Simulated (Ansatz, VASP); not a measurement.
**SiGe5: VASP beside Ansatz**

File INCAR:

```
SYSTEM = SiGe5
ALGO = Normal ; EDIFF = 1E-7
ENCUT = 520 ; GGA = PE
ISIF = 2 ; ISMEAR = 0
LASPH = .True. ; LCHARG = .False.
LREAL = .False. ; LWAVE = .False.
NBANDS = 46 ; NELM = 100
PREC = Accurate ; SIGMA = 0.1
```

Contents of KPOINTS:

```
k-points
0
Gamma
  6 6 2
  0 0 0
```

The input POSCAR:

```
SiGe5
1.0
    2.9741705000      0.0000000000      0.0000000000
   -1.4870852500      2.5757072100      0.0000000000
    0.0000000000      0.0000000000     14.5704002900
Si Ge
1 5
Direct
    0.0000000000      0.0000000000      0.5000000000
    0.3333333300      0.6666666700      0.8333333300
    0.6666666700      0.3333333300      0.6666666700
    0.3333333300      0.6666666700      0.3333333300
    0.6666666700      0.3333333300      0.1666666700
    0.0000000000      0.0000000000      0.0000000000
```

Input for Ansatz:

```yaml
crystal:
  lattice:
    - [2.9741705, 0.0, 0.0]
    - [-1.48708525, 2.57570721, 0.0]
    - [0.0, 0.0, 14.57040029]
  atoms:
    - { symbol: Si, position: [0.0, 0.0, 0.5] }
    - { symbol: Ge, position: [0.33333333, 0.66666667, 0.83333333] }
    - { symbol: Ge, position: [0.66666667, 0.33333333, 0.66666667] }
    - { symbol: Ge, position: [0.33333333, 0.66666667, 0.33333333] }
    - { symbol: Ge, position: [0.66666667, 0.33333333, 0.16666667] }
    - { symbol: Ge, position: [0.0, 0.0, 0.0] }
basis:
  ecutwfc: 420
kpoints:
  mp_grid: { grid: [6, 6, 2] }
hamiltonian:
  xc: pbe
scf:
  occupations: { method: gaussian, width: 0.1 }
  lower_state_search: "off"
output:
  forces: true
  stress: true
  eigenvalues: true
```

Alike in both runs: task single point; functional PBE; k mesh 6 × 6 × 2; occupations gaussian, width 0.1 eV; no spin polarisation.

|  | VASP | Ansatz |
| --- | --- | --- |
| version | VASP 6.6.1 | Ansatz 0.2.0 |
| potentials or method | VASP PAW PBE potentials, release 64 (Si, Ge_d), cutoff 520 eV | scalar-relativistic, plane waves, PAW |
| valence electrons in the cell | 74 | 74 |

|  | VASP | Ansatz | Ansatz less VASP |
| --- | --- | --- | --- |
| gap on the k mesh at the Fermi level (eV) | none | none | - |
| pressure (GPa) | 2.1 | 2.0 | -0.08 |
| traceless stress, the component that is largest in VASP (GPa) | -1.70 | -1.70 | -0.001 |
| rms of the force components (eV/Å) | 0.116 | 0.115 | -0.0009 |

Atom by atom the forces differ by 0.001 eV/Å (rms over components). A gap of «none» marks a metal or a gap that the smearing closes. The functional is the same, so the differences come from potentials, cutoffs and numerics.

The k mesh is coarse, so the values compare programs but aren't converged.
